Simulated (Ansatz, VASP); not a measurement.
PdPt3S8: VASP beside Ansatz

```
Pd Pt S
1.0
     3.57234    0.00000    0.00000
    -1.78617    3.09374    0.00000
     0.00000    0.00000   25.85166
Pd Pt S
1 3 8
Direct
  0.00000 0.00000 0.00000
  0.00000 0.00000 0.24838
  0.00000 0.00000 0.50000
  0.00000 0.00000 0.75162
  0.66667 0.33333 0.20081
  0.66667 0.33333 0.45242
  0.66667 0.33333 0.70404
  0.66667 0.33333 0.95244
  0.33333 0.66667 0.04756
  0.33333 0.66667 0.29596
  0.33333 0.66667 0.54758
  0.33333 0.66667 0.79919
```

Alike in both runs: functional PBE; k mesh 12 × 12 × 1; occupations gaussian, width 0.02 eV; no spin polarisation.

Ansatz relaxed the structure, and its values are those at the end. VASP's run is a single point on that final structure, the one shown.

```csv
,VASP,Ansatz
version,VASP 6.6.1,Ansatz 0.2.0
potentials or method,"VASP PAW PBE potentials, release 64 (Pd, Pt, S), cutoff 520 eV","scalar-relativistic, plane waves, PAW"
valence electrons in the cell,88,120
```

```tsv
	VASP	Ansatz	Ansatz less VASP
gap on the k mesh at the Fermi level (eV)	1.09	1.10	+0.003
least direct gap on the mesh (eV)	1.20	1.20	+0.001
pressure (GPa)	-0.3	0.0	+0.33
rms of the force components (eV/Å)	0.016	0.000	-0.0161
```

The functional is the same, so the differences come from potentials, cutoffs and numerics. VASP's potentials hold 88 valence electrons a cell and Ansatz's 120, so a difference there can come from the potentials and not from the codes.

Spin-orbit coupling is off throughout.
